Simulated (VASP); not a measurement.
# PmBi (Fm-3m) in VASP: a series of runs

Runs on PmBi. Level: PBE. Tasks: single point.

All numbers are computed with VASP 6.6.1; they aren't measurements. Logs are shortened: lines on timing, memory, paths and dates and some standing lists are left out, and cuts for length are marked.

## Step 1: The cell of the first run

Symmetry: Fm-3m, No. 225, cubic system. The conventional cell has a = 6.440 Å, b = 6.440 Å, c = 6.440 Å, α = 90.00°, β = 90.00°, γ = 90.00°. Within 4.2 Å of Pm (site symmetry m-3m) lie 6 Bi at 3.22 Å. Bi (site symmetry m-3m) has 6 Pm at 3.22 Å within 4.2 Å.

## Step 2: Single point, PBE, collinear spin, ferromagnetic start

File INCAR:

```
  PREC = Accurate
  ENCUT = 520
  EDIFF = 1E-6
  ISMEAR = 0
  SIGMA = 0.05
  LREAL = F
  LASPH = T
  NELM = 150
  ALGO = Fast
  ISIF = 2
  LWAVE = F
  LCHARG = T
  ISPIN = 2
  MAGMOM = 4 0
  LORBIT = 11
  LMAXMIX = 6
  GGA = PE
  LELF = T
  LVHAR = T
  NBANDS = 26
```

File KPOINTS:

```
regular mesh
0
Gamma
  10 10 10
```

File POSCAR:

```
PmBi
1.0
    0.0000000000      3.2200000000      3.2200000000
    3.2200000000      0.0000000000      3.2200000000
    3.2200000000      3.2200000000      0.0000000000
Pm Bi
1 1
Direct
    0.5000000000      0.5000000000      0.5000000000
    0.0000000000      0.0000000000      0.0000000000
```

Potentials or basis: VASP PAW PBE potentials, release 64 (Pm, Bi_d).

On the command line:

```
$ cat potpaw_PBE.64/Pm/POTCAR potpaw_PBE.64/Bi_d/POTCAR > POTCAR
$ mpirun -np 1 vasp_std > vasp.out
```

OUTCAR:

```text
PREC = Accurate
   ENCUT = 520
   EDIFF = 1E-6
   ISMEAR = 0
   LREAL = F
   LASPH = T
   NELM = 150
   ISIF = 2
   ISPIN = 2
   LORBIT = 11
   GGA = PE

 ion  position               nearest neighbor table
   1  0.500  0.500  0.500-   2 3.22   2 3.22   2 3.22   2 3.22   2 3.22   2 3.22
   2  0.000  0.000  0.000-   1 3.22   1 3.22   1 3.22   1 3.22   1 3.22   1 3.22

  LATTYP: Found a face centered cubic cell.
 ALAT       =     6.4400000000

  Lattice vectors:

 A1 = (   0.0000000000,   3.2200000000,   3.2200000000)
 A2 = (   3.2200000000,   0.0000000000,   3.2200000000)
 A3 = (   3.2200000000,   3.2200000000,   0.0000000000)

Analysis of symmetry for initial positions (statically):
=====================================================================
 Subroutine PRICEL returns:
 Original cell was already a primitive cell.

 Routine SETGRP: Setting up the symmetry group for a
 face centered cubic supercell.

 Subroutine GETGRP returns: Found 48 space group operations
 (whereof 48 operations were pure point group operations)
 out of a pool of 48 trial point group operations.

The static configuration has the point symmetry O_h .

Analysis of symmetry for dynamics (positions and initial velocities):
=====================================================================
 Subroutine PRICEL returns:
 Original cell was already a primitive cell.

 Routine SETGRP: Setting up the symmetry group for a
 face centered cubic supercell.

 Subroutine GETGRP returns: Found 48 space group operations
 (whereof 48 operations were pure point group operations)
 out of a pool of 48 trial point group operations.

The dynamic configuration has the point symmetry O_h .

Analysis of structural, dynamic, and magnetic symmetry:
=====================================================================
 Subroutine PRICEL returns:
 Original cell was already a primitive cell.

 Routine SETGRP: Setting up the symmetry group for a
 face centered cubic supercell.

 Subroutine GETGRP returns: Found 48 space group operations
 (whereof 48 operations were pure point group operations)
 out of a pool of 48 trial point group operations.

The overall configuration has the point symmetry O_h .

 Subroutine INISYM returns: Found 48 space group operations
 (whereof 48 operations are pure point group operations),
 and found     1 'primitive' translations

----------------------------------------------------------------------------------------

                                     Primitive cell

  volume of cell :      66.7725

  direct lattice vectors                    reciprocal lattice vectors
     0.000000000  3.220000000  3.220000000    -0.155279503  0.155279503  0.155279503
     3.220000000  0.000000000  3.220000000     0.155279503 -0.155279503  0.155279503
     3.220000000  3.220000000  0.000000000     0.155279503  0.155279503 -0.155279503

  length of vectors
     4.553767671  4.553767671  4.553767671     0.268951989  0.268951989  0.268951989

  position of ions in fractional coordinates (direct lattice)
     0.500000000  0.500000000  0.500000000
     0.000000000  0.000000000  0.000000000

  ion indices of the primitive-cell ions
   primitive index   ion index
                 1           1
                 2           2

----------------------------------------------------------------------------------------

 KPOINTS: regular mesh

Automatic generation of k-mesh.
 Grid dimensions read from file:
 generate k-points for:   10   10   10

 Generating k-lattice:

  Cartesian coordinates                     Fractional coordinates (reciprocal lattice)
    -0.015527950  0.015527950  0.015527950     0.100000000  0.000000000  0.000000000
     0.015527950 -0.015527950  0.015527950     0.000000000  0.100000000  0.000000000
     0.015527950  0.015527950 -0.015527950     0.000000000  0.000000000  0.100000000

  Length of vectors
     0.026895199  0.026895199  0.026895199

  Shift w.r.t. Gamma in fractional coordinates (k-lattice)
     0.000000000  0.000000000  0.000000000

 Subroutine IBZKPT returns following result:
 ===========================================

 Found     47 irreducible k-points:

 Following reciprocal coordinates:
            Coordinates               Weight
  0.000000  0.000000  0.000000      1.000000
  0.100000  0.000000  0.000000      8.000000
  0.200000  0.000000  0.000000      8.000000
  0.300000  0.000000  0.000000      8.000000
  0.400000  0.000000  0.000000      8.000000
  0.500000  0.000000  0.000000      4.000000
[... 16 lines left out ...]
  0.300000  0.300000  0.000000      6.000000
  0.400000  0.300000  0.000000     24.000000
 [... further k-points ...]
   k-points           NKPTS =     47   k-points in BZ     NKDIM =     47   number of bands    NBANDS=     26
   number of dos      NEDOS =    301   number of ions     NIONS =      2
   total plane-waves  NPLWV =  46656
   dimension x,y,z NGX =    36 NGY =   36 NGZ =   36
   dimension x,y,z NGXF=    72 NGYF=   72 NGZF=   72
   ions per type =               1   1
   NGX,Y,Z   is equivalent  to a cutoff of  13.14, 13.14, 13.14 a.u.
   NGXF,Y,Z  is equivalent  to a cutoff of  26.29, 26.29, 26.29 a.u.
 SYSTEM =  unknown system
   PREC   = accura    normal or accurate (medium, high low for compatibility)
   ISTART =      0    job   : 0-new  1-cont  2-samecut
   ICHARG =      2    charge: 1-file 2-atom 10-const
   ISPIN  =      2    spin polarized calculation?
   LNONCOLLINEAR =      F non collinear calculations
   LSORBIT =      F    spin-orbit coupling
   LASPH  =      T    aspherical Exc in radial PAW
   ENCUT  =  520.0 eV  38.22 Ry    6.18 a.u.   8.47  8.47  8.47*2*pi/ulx,y,z
   NELM   =    150;   NELMIN=  2; NELMDL= -5     # of ELM steps
   EDIFF  = 0.1E-05   stopping-criterion for ELM
   LREAL  =      F    real-space projection
   EDIFFG = 0.1E-04   stopping-criterion for IOM
   NSW    =      0    number of steps for IOM
   IBRION =     -1    ionic relax: 0-MD 1-quasi-New 2-CG
   NFREE  =      0    steps in history (QN), initial steepest desc. (CG)
   ISIF   =      2    stress and relaxation
   ISYM   =      2    0-nonsym 1-usesym 2-fastsym
   POTIM  = 0.5000    time-step for ionic-motion
   TEBEG  =    0.0;   TEEND  =   0.0 temperature during run
   PSTRESS=    0.0 pullay stress
   NELECT =      30.0000    total number of electrons
   NUPDOWN=      -1.0000    fix difference up-down
   EMIN   =  10.00;   EMAX   =-10.00  energy-range for DOS
   EFERMI =   0.00;   METHOD = LEGACY
   ISMEAR =     0;   SIGMA  =   0.05  broadening in eV -4-tet -1-fermi 0-gaus
   EFERMI_NEDOS =   21; number of points for ismear=-14 and -15
   IALGO  =     68    algorithm
   IMIX   =      4    mixing-type and parameters
     AMIX     =   0.40;   BMIX     =  1.00
     AMIX_MAG =   1.60;   BMIX_MAG =  1.00
  volume/ion in A,a.u.               =      33.39       225.30
  Fermi-wavevector in a.u.,A,eV,Ry     =   1.253861  2.369454 21.390635  1.572167
  Thomas-Fermi vector in A             =   2.387694
   LORBIT       =     11    0 simple, 1 ext, 2 COOP (PROOUT), +10 PAW based schemes
   GGA     = PE    functional components
   LHFCALC =     F    Hartree Fock is set to
   AEXX    =    0.0000 exact exchange contribution
   IVDW    =     0    specifies the selected vdW correction
   LEPSILON=     F    determine dielectric tensor
   LRPA    =     F    only Hartree local field effects (RPA)
 spin polarized calculation
 RMM-DIIS sequential band-by-band and
 Gauss-broadening in eV      SIGMA  =   0.05
  energy-cutoff  :      520.00
  volume of cell :       66.77
 maximum number of plane-waves:      1823
 NGX is ok and might be reduce to    36
   NGX = 17   NGY = 17   NGZ = 17

 number of electron      30.0000004 magnetization       4.2738874

 Free energy of the ion-electron system (eV)
  ---------------------------------------------------
  ext. energy  EPLUGINS =         0.00000000
  ---------------------------------------------------
  free energy    TOTEN  =       -13.27609618 eV

  energy without entropy =      -13.25275522  energy(sigma->0) =      -13.26442570

 E-fermi :   5.8326     XC(G=0):  -9.8090

 val. band max:        5.8295788383   @ k =  -0.3000   0.1000   0.0000
 cond. band min:       5.8326083086   @ k =   0.4000   0.2000   0.0000
 fundamental gap:      0.0030294703
 Fermi energy:         5.8325812317

 spin component 1

 k-point     1 :       0.0000    0.0000    0.0000
  band No.  band energies     occupation
      1     -32.6607      1.00000
      2     -15.6910      1.00000
      3     -15.6910      1.00000
      4     -15.6385      1.00000
      5     -15.6385      1.00000
      6     -15.6385      1.00000
[... 18 lines left out ...]
     25       8.3780      0.00000
     26       8.8394      0.00000
[... 644 lines left out ...]
      4     -15.6418      1.00000
      5     -15.6287      1.00000
      6     -15.6280      1.00000
[... 18 lines left out ...]
     25      10.4611      0.00000
     26      11.6931      0.00000

 [... further k-points ...]

 spin component 2

 k-point     1 :       0.0000    0.0000    0.0000
  band No.  band energies     occupation
      1     -30.6603      1.00000
      2     -15.7091      1.00000
      3     -15.7091      1.00000
      4     -15.6606      1.00000
      5     -15.6606      1.00000
      6     -15.6606      1.00000
[... 18 lines left out ...]
     25       9.3030      0.00000
     26       9.3030      0.00000
[... 644 lines left out ...]
      4     -15.6639      1.00000
      5     -15.6504      1.00000
      6     -15.6499      1.00000
[... 18 lines left out ...]
     25      10.9960      0.00000
     26      12.1657      0.00000

 [... further k-points ...]

------------------------ aborting loop because EDIFF is reached ----------------------------------------

  FORCE on cell =-STRESS in cart. coord.  units (eV):
  Direction    XX          YY          ZZ          XY          YZ          ZX
  --------------------------------------------------------------------------------------
  -------------------------------------------------------------------------------------
  Total        1.0748518      1.0748518      1.0748518     -0.0000000     -0.0000000      0.0000000
  in kB       25.7906065     25.7906065     25.7906065     -0.0000000     -0.0000000      0.0000000
  external PRESSURE =      25.7906065 kB  Pullay stress =       0.0000000 kB

 VOLUME and BASIS-vectors are now :
 -----------------------------------------------------------------------------
  energy-cutoff  :      520.00
  volume of cell :       66.77
      direct lattice vectors                 reciprocal lattice vectors
     0.000000000  3.220000000  3.220000000    -0.155279503  0.155279503  0.155279503
     3.220000000  0.000000000  3.220000000     0.155279503 -0.155279503  0.155279503
     3.220000000  3.220000000  0.000000000     0.155279503  0.155279503 -0.155279503

 POSITION                                       TOTAL-FORCE (eV/Angst)
 -----------------------------------------------------------------------------------
      3.22000      3.22000      3.22000        -0.000000     -0.000000      0.000000
      0.00000      0.00000      0.00000         0.000000      0.000000     -0.000000
 -----------------------------------------------------------------------------------
    total drift:                                0.000000      0.000000      0.000000

  FREE ENERGIE OF THE ION-ELECTRON SYSTEM (eV)
  ---------------------------------------------------
  free  energy   TOTEN  =       -13.2760961781 eV

  energy  without entropy=      -13.2527552235  energy(sigma->0) =      -13.26442570

 total charge

# of ion       s       p       d       f       tot
--------------------------------------------------
    1        2.007   5.553   0.448   4.326  12.334
    2        1.443   1.718   9.879   0.000  13.040
--------------------------------------------------
tot          3.450   7.271  10.327   4.326  25.374

 magnetization (x)

# of ion       s       p       d       f       tot
--------------------------------------------------
    1       -0.016   0.001   0.025   4.266   4.277
    2       -0.006  -0.087   0.002   0.000  -0.091
--------------------------------------------------
tot         -0.022  -0.085   0.027   4.266   4.186
```

Run time: 13 min. Hardware: 1 thread of Intel Xeon 8259CL, shared host; peak memory 0.35 GiB.

What came out:

```yaml
Free_energy: -13.2761 eV
Pressure: 2.6 GPa
Net_moment: 4.27 μB per cell
Site_moments: Pm +4.28; Bi -0.09 μB
Valence_electrons_inside_the_program's_atomic_spheres: Pm 12.33; Bi 13.04
```

Levels at points of the mesh, in eV from the Fermi level:
Spin up:
| k point | band 15 | band 16 | band 17 | band 18 | band 19 | band 20 |
| --- | --- | --- | --- | --- | --- | --- |
| (0.00, 0.00, 0.00) | -0.41 | -0.41 | 0.24 | 1.77 | 1.77 | 1.77 |
| (0.50, 0.00, 0.00) | -0.62 | -0.55 | -0.04 | 0.00 | 0.00 | 0.32 |
| (0.50, 0.50, 0.00) | -0.21 | -0.21 | -0.03 | 0.25 | 0.35 | 0.66 |
Spin down:
```csv
k point,band 10,band 11,band 12,band 13,band 14,band 15,band 16,band 17
"(0.00, 0.00, 0.00)",-10.47,0.82,0.82,0.82,2.15,2.15,2.15,2.21
"(0.50, 0.00, 0.00)",-9.38,-3.20,-1.10,-1.10,2.27,2.63,2.80,2.80
"(0.50, 0.50, 0.00)",-9.87,-1.66,0.00,0.00,0.50,2.44,2.73,2.85
```

Caveat: the magnetic or orbital state may not be the lowest; spin-orbit coupling is left out, which moves the levels of the heavy elements; semilocal functionals describe open f shells poorly, which spoils levels, moments and volumes. The state reached can hang on the start; a lower one may exist.

[end of part 1 of 2]
